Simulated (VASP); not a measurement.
# Al2TeC (P6mm) in VASP: single point with PBE

Aim: the single point of Al2TeC with PBE.

Everything below comes from runs of VASP 6.6.1. Logs are shortened: lines on timing, memory, paths and dates and some standing lists are left out, and cuts for length are marked.

## (1) The cell of the first run

Symmetry: P6mm, No. 183, hexagonal system. The conventional cell has a = 5.149 Å, b = 5.149 Å, c = 6.857 Å, α = 90.00°, β = 90.00°, γ = 120.00°. Within 1.4 Å of Al (site symmetry 6mm) lie 1 C at 1.03 Å. Within 2.5 Å of Al (site symmetry 6mm) lie 1 C at 1.87 Å and 1 Te at 1.94 Å. Te (site symmetry 6mm) has 2 Al at 1.94 to 2.01 Å within 2.6 Å. Within 1.4 Å of C (site symmetry 6mm) lie 1 Al at 1.03 Å.

The cell was generated, and may not be a known phase.

## (2) Single point, PBE

File INCAR:

```
PREC     = Accurate       # precision mode
ENCUT    = 520            # plane-wave cutoff, eV
EDIFF    = 1E-6           # SCF threshold, eV
ISMEAR   = 0              # smearing method
SIGMA    = 0.1            # smearing width, eV
LREAL    = False          # projectors in reciprocal space
LASPH    = True           # aspherical terms in the spheres
NELM     = 80             # most SCF steps
ALGO     = Normal         # electronic algorithm
ISIF     = 2              # what is computed and relaxed
LWAVE    = False          # write WAVECAR
LCHARG   = False          # write CHGCAR
GGA      = PE             # functional
NBANDS   = 16             # bands
```

File KPOINTS:

```
Automatic mesh
0
Gamma
  6 6 4
```

File POSCAR:

```
Al2TeC
1.0
    5.1492685100      0.0000000000      0.0000000000
   -2.5746342600      4.4593973400      0.0000000000
    0.0000000000      0.0000000000      6.8573502600
Al Te C
2 1 1
Direct
    0.0000000000      0.0000000000      0.7174391500
    0.0000000000      0.0000000000      0.1406271700
    0.0000000000      0.0000000000      0.4241309000
    0.0000000000      0.0000000000      0.8673352000
```

Potentials or basis: VASP PAW PBE potentials, release 64 (Al, Te, C).

The run is started by

```sh
$ cat potpaw_PBE.64/Al/POTCAR potpaw_PBE.64/Te/POTCAR potpaw_PBE.64/C/POTCAR > POTCAR
$ mpirun -np 1 vasp_std > vasp.out
```

OUTCAR:

```text
PREC = Accurate
   ENCUT = 520
   EDIFF = 1E-6
   ISMEAR = 0
   LREAL = False
   LASPH = True
   NELM = 80
   ISIF = 2
   GGA = PE

 ion  position               nearest neighbor table
   1  0.000  0.000  0.717-   4 1.03   3 2.01   2 2.90
   2  0.000  0.000  0.141-   4 1.87   3 1.94   1 2.90
   3  0.000  0.000  0.424-   2 1.94   1 2.01
   4  0.000  0.000  0.867-   1 1.03   2 1.87

 -----------------------------------------------------------------------------
|                                                                             |
|           W    W    AA    RRRRR   N    N  II  N    N   GGGG   !!!           |
|           W    W   A  A   R    R  NN   N  II  NN   N  G    G  !!!           |
|           W    W  A    A  R    R  N N  N  II  N N  N  G       !!!           |
|           W WW W  AAAAAA  RRRRR   N  N N  II  N  N N  G  GGG   !            |
|           WW  WW  A    A  R   R   N   NN  II  N   NN  G    G                |
|           W    W  A    A  R    R  N    N  II  N    N   GGGG   !!!           |
|                                                                             |
|     The distance between some ions is very small. Please check the          |
|     nearest-neighbor list in the OUTCAR file.                               |
|     I HOPE YOU KNOW WHAT YOU ARE DOING!                                     |
|                                                                             |
 -----------------------------------------------------------------------------

  LATTYP: Found a hexagonal cell.
 ALAT       =     5.1492685100
 C/A-ratio  =     1.3317134748

  Lattice vectors:

 A1 = (   5.1492685100,   0.0000000000,   0.0000000000)
 A2 = (  -2.5746342600,   4.4593973400,   0.0000000000)
 A3 = (   0.0000000000,   0.0000000000,   6.8573502600)

Analysis of symmetry for initial positions (statically):
=====================================================================
 Subroutine PRICEL returns:
 Original cell was already a primitive cell.

 Routine SETGRP: Setting up the symmetry group for a
 hexagonal supercell.

 Subroutine GETGRP returns: Found 12 space group operations
 (whereof 12 operations were pure point group operations)
 out of a pool of 24 trial point group operations.

The static configuration has the point symmetry C_6v.

Analysis of symmetry for dynamics (positions and initial velocities):
=====================================================================
 Subroutine PRICEL returns:
 Original cell was already a primitive cell.

 Routine SETGRP: Setting up the symmetry group for a
 hexagonal supercell.

 Subroutine GETGRP returns: Found 12 space group operations
 (whereof 12 operations were pure point group operations)
 out of a pool of 24 trial point group operations.

The dynamic configuration has the point symmetry C_6v.

 Subroutine INISYM returns: Found 12 space group operations
 (whereof 12 operations are pure point group operations),
 and found     1 'primitive' translations

----------------------------------------------------------------------------------------

                                     Primitive cell

  volume of cell :     157.4628

  direct lattice vectors                    reciprocal lattice vectors
     5.149268510  0.000000000  0.000000000     0.194202341  0.112122774  0.000000000
    -2.574634260  4.459397340  0.000000000     0.000000000  0.224245548  0.000000000
     0.000000000  0.000000000  6.857350260     0.000000000  0.000000000  0.145828923

  length of vectors
     5.149268510  5.149268512  6.857350260     0.224245548  0.224245548  0.145828923

  position of ions in fractional coordinates (direct lattice)
     0.000000000  0.000000000  0.717439150
     0.000000000  0.000000000  0.140627170
     0.000000000  0.000000000  0.424130900
     0.000000000  0.000000000  0.867335200

  ion indices of the primitive-cell ions
   primitive index   ion index
                 1           1
                 2           2
                 3           3
                 4           4

----------------------------------------------------------------------------------------

 KPOINTS: Automatic mesh

Automatic generation of k-mesh.
 Grid dimensions read from file:
 generate k-points for:    6    6    4

 Generating k-lattice:

  Cartesian coordinates                     Fractional coordinates (reciprocal lattice)
     0.032367057  0.018687129  0.000000000     0.166666667  0.000000000  0.000000000
     0.000000000  0.037374258  0.000000000     0.000000000  0.166666667  0.000000000
     0.000000000  0.000000000  0.036457231     0.000000000  0.000000000  0.250000000

  Length of vectors
     0.037374258  0.037374258  0.036457231

  Shift w.r.t. Gamma in fractional coordinates (k-lattice)
     0.000000000  0.000000000  0.000000000

 Subroutine IBZKPT returns following result:
 ===========================================

 Found     21 irreducible k-points:

 Following reciprocal coordinates:
            Coordinates               Weight
  0.000000  0.000000  0.000000      1.000000
  0.166667 -0.000000  0.000000      6.000000
  0.333333  0.000000  0.000000      6.000000
  0.500000  0.000000  0.000000      3.000000
  0.166667  0.166667  0.000000      6.000000
  0.333333  0.166667  0.000000     12.000000
[... 13 lines left out ...]
  0.333333  0.166667  0.500000     12.000000
  0.333333  0.333333  0.500000      2.000000
   k-points           NKPTS =     21   k-points in BZ     NKDIM =     21   number of bands    NBANDS=     16
   number of dos      NEDOS =    301   number of ions     NIONS =      4
   total plane-waves  NPLWV =  86400
   dimension x,y,z NGX =    40 NGY =   40 NGZ =   54
   dimension x,y,z NGXF=    80 NGYF=   80 NGZF=  108
   ions per type =               2   1   1
   NGX,Y,Z   is equivalent  to a cutoff of  12.91, 12.91, 13.09 a.u.
   NGXF,Y,Z  is equivalent  to a cutoff of  25.83, 25.83, 26.18 a.u.
 SYSTEM =  unknown system
   PREC   = accura    normal or accurate (medium, high low for compatibility)
   ISTART =      0    job   : 0-new  1-cont  2-samecut
   ICHARG =      2    charge: 1-file 2-atom 10-const
   ISPIN  =      1    spin polarized calculation?
   LNONCOLLINEAR =      F non collinear calculations
   LSORBIT =      F    spin-orbit coupling
   LASPH  =      T    aspherical Exc in radial PAW
   ENCUT  =  520.0 eV  38.22 Ry    6.18 a.u.   9.57  9.57 12.75*2*pi/ulx,y,z
   NELM   =     80;   NELMIN=  2; NELMDL= -5     # of ELM steps
   EDIFF  = 0.1E-05   stopping-criterion for ELM
   LREAL  =      F    real-space projection
   EDIFFG = 0.1E-04   stopping-criterion for IOM
   NSW    =      0    number of steps for IOM
   IBRION =     -1    ionic relax: 0-MD 1-quasi-New 2-CG
   NFREE  =      0    steps in history (QN), initial steepest desc. (CG)
   ISIF   =      2    stress and relaxation
   ISYM   =      2    0-nonsym 1-usesym 2-fastsym
   POTIM  = 0.5000    time-step for ionic-motion
   TEBEG  =    0.0;   TEEND  =   0.0 temperature during run
   PSTRESS=    0.0 pullay stress
   NELECT =      16.0000    total number of electrons
   NUPDOWN=      -1.0000    fix difference up-down
   EMIN   =  10.00;   EMAX   =-10.00  energy-range for DOS
   EFERMI =   0.00;   METHOD = LEGACY
   ISMEAR =     0;   SIGMA  =   0.10  broadening in eV -4-tet -1-fermi 0-gaus
   EFERMI_NEDOS =   21; number of points for ismear=-14 and -15
   IALGO  =     38    algorithm
   IMIX   =      4    mixing-type and parameters
     AMIX     =   0.40;   BMIX     =  1.00
     AMIX_MAG =   1.60;   BMIX_MAG =  1.00
  volume/ion in A,a.u.               =      39.37       265.65
  Fermi-wavevector in a.u.,A,eV,Ry     =   0.763933  1.443625  7.940281  0.583594
  Thomas-Fermi vector in A             =   1.863724
   LORBIT       =      0    0 simple, 1 ext, 2 COOP (PROOUT), +10 PAW based schemes
   GGA     = PE    functional components
   LHFCALC =     F    Hartree Fock is set to
   AEXX    =    0.0000 exact exchange contribution
   IVDW    =     0    specifies the selected vdW correction
   LEPSILON=     F    determine dielectric tensor
   LRPA    =     F    only Hartree local field effects (RPA)
 non-spin polarized calculation
 Gauss-broadening in eV      SIGMA  =   0.10
  energy-cutoff  :      520.00
  volume of cell :      157.46
 maximum number of plane-waves:      4292
 NGX is ok and might be reduce to    40
   NGX = 19   NGY = 19   NGZ = 25

 number of electron      15.9999999 magnetization

 Free energy of the ion-electron system (eV)
  ---------------------------------------------------
  ext. energy  EPLUGINS =         0.00000000
  ---------------------------------------------------
  free energy    TOTEN  =        15.51419032 eV

  energy without entropy =       15.51419032  energy(sigma->0) =       15.51419032

 E-fermi :   1.2668     XC(G=0):  -5.9502

 val. band max:        0.7910612651   @ k =   0.3333   0.3333   0.0000
 cond. band min:       1.9931373465   @ k =   0.5000   0.0000   0.0000
 fundamental gap:      1.2020760814
 Fermi energy:         1.2668002748

 k-point     1 :       0.0000    0.0000    0.0000
  band No.  band energies     occupation
      1     -12.6207      2.00000
      2      -7.4384      2.00000
      3      -6.5109      2.00000
      4      -2.6117      2.00000
      5      -2.6117      2.00000
      6      -0.7191      2.00000
[... 8 lines left out ...]
     15       5.8542      0.00000
     16       7.6995      0.00000

 k-point     2 :       0.1667   -0.0000    0.0000
  band No.  band energies     occupation
      1     -12.6067      2.00000
      2      -7.4250      2.00000
      3      -6.4916      2.00000
      4      -2.8119      2.00000
      5      -2.6531      2.00000
      6      -0.7912      2.00000
[... 8 lines left out ...]
     15       6.2285      0.00000
     16       7.4476      0.00000

 k-point     3 :       0.3333    0.0000    0.0000
  band No.  band energies     occupation
      1     -12.5785      2.00000
      2      -7.3978      2.00000
      3      -6.4524      2.00000
      4      -3.1587      2.00000
      5      -2.7328      2.00000
      6      -0.9287      2.00000
[... 8 lines left out ...]
     15       7.1121      0.00000
     16       7.2293      0.00000

 k-point     4 :       0.5000    0.0000    0.0000
  band No.  band energies     occupation
      1     -12.5641      2.00000
      2      -7.3840      2.00000
      3      -6.4323      2.00000
      4      -3.3128      2.00000
      5      -2.7712      2.00000
      6      -0.9945      2.00000
[... 8 lines left out ...]
     15       7.8205      0.00000
     16       7.9212      0.00000

 k-point     5 :       0.1667    0.1667    0.0000
  band No.  band energies     occupation
      1     -12.5856      2.00000
      2      -7.4047      2.00000
      3      -6.4623      2.00000
      4      -3.0437      2.00000
      5      -2.7539      2.00000
      6      -0.8816      2.00000
[... 8 lines left out ...]
     15       7.0645      0.00000
     16       7.4223      0.00000

 k-point     6 :       0.3333    0.1667    0.0000
  band No.  band energies     occupation
      1     -12.5642      2.00000
      2      -7.3840      2.00000
      3      -6.4324      2.00000
      4      -3.2312      2.00000
      5      -2.8756      2.00000
      6      -0.9594      2.00000
[... 8 lines left out ...]
     15       7.2809      0.00000
     16       7.5331      0.00000
[... 210 lines left out ...]
 k-point    18 :       0.5000    0.0000    0.5000
  band No.  band energies     occupation
      1     -12.5315      2.00000
      2      -8.1087      2.00000
      3      -5.1681      2.00000
      4      -3.1981      2.00000
      5      -2.6663      2.00000
      6      -1.4157      2.00000
[... 8 lines left out ...]
     15       6.6843      0.00000
     16       7.4669      0.00000

 k-point    19 :       0.1667    0.1667    0.5000
  band No.  band energies     occupation
      1     -12.5526      2.00000
      2      -8.1362      2.00000
      3      -5.1831      2.00000
      4      -2.9337      2.00000
      5      -2.6486      2.00000
      6      -1.2533      2.00000
[... 8 lines left out ...]
     15       6.6616      0.00000
     16       6.7640      0.00000

 k-point    20 :       0.3333    0.1667    0.5000
  band No.  band energies     occupation
      1     -12.5315      2.00000
      2      -8.1088      2.00000
      3      -5.1681      2.00000
      4      -3.1179      2.00000
      5      -2.7685      2.00000
      6      -1.3645      2.00000
[... 8 lines left out ...]
     15       6.5291      0.00000
     16       6.7103      0.00000

 k-point    21 :       0.3333    0.3333    0.5000
  band No.  band energies     occupation
      1     -12.5245      2.00000
      2      -8.0996      2.00000
      3      -5.1631      2.00000
      4      -3.0006      2.00000
      5      -3.0006      2.00000
      6      -1.2903      2.00000
[... 8 lines left out ...]
     15       6.4290      0.00000
     16       7.1408      0.00000

------------------------ aborting loop because EDIFF is reached ----------------------------------------

  FORCE on cell =-STRESS in cart. coord.  units (eV):
  Direction    XX          YY          ZZ          XY          YZ          ZX
  --------------------------------------------------------------------------------------
  -------------------------------------------------------------------------------------
  Total        0.1019518      0.1019518    162.7260784     -0.0000000      0.0000000     -0.0000000
  in kB        1.0373547      1.0373547   1655.7306889     -0.0000000      0.0000000     -0.0000000
  external PRESSURE =     552.6017995 kB  Pullay stress =       0.0000000 kB

 VOLUME and BASIS-vectors are now :
 -----------------------------------------------------------------------------
  energy-cutoff  :      520.00
  volume of cell :      157.46
      direct lattice vectors                 reciprocal lattice vectors
     5.149268510  0.000000000  0.000000000     0.194202341  0.112122774  0.000000000
    -2.574634260  4.459397340  0.000000000     0.000000000  0.224245548  0.000000000
     0.000000000  0.000000000  6.857350260     0.000000000  0.000000000  0.145828923

 POSITION                                       TOTAL-FORCE (eV/Angst)
 -----------------------------------------------------------------------------------
      0.00000      0.00000      4.91973        -0.000000      0.000000    -89.479294
      0.00000      0.00000      0.96433         0.000000      0.000000    -15.560535
      0.00000      0.00000      2.90841         0.000000      0.000000      1.936788
      0.00000      0.00000      5.94762         0.000000     -0.000000    103.103041
 -----------------------------------------------------------------------------------
    total drift:                                0.000000      0.000000      0.000363

  FREE ENERGIE OF THE ION-ELECTRON SYSTEM (eV)
  ---------------------------------------------------
  free  energy   TOTEN  =        15.5141903184 eV

  energy  without entropy=       15.5141903184  energy(sigma->0) =       15.51419032
```

Wall time 95 s (1 thread of Intel Xeon 8259CL, shared host); peak memory 0.3 GiB.

What came out:

```
Free energy            : 15.5142 eV
Pressure               : 55.3 GPa
Largest force          : 103.103 eV/Å
Band gap on the k mesh : 1.20 eV (least direct gap 1.21 eV)
```

Forces on the atoms (eV/Å):
```
Al    0.000   0.000 -89.479
Al    0.000   0.000 -15.561
Te    0.000   0.000   1.937
C     0.000   0.000 103.103
```

Caveat: atoms lie so close that the PAW spheres overlap strongly, which falsifies energies and pressures; the stress differs along the axes, from 0 to 166 GPa; spin-orbit coupling is left out, which moves the levels of the heavy elements; this functional lacks dispersion, which binds layers or chains, so the pressure and a relaxed spacing across them are unreliable; forces of over 1 eV/Å act on the atoms, so gaps and moduli don't describe the material at rest. A k mesh can miss the band edges.
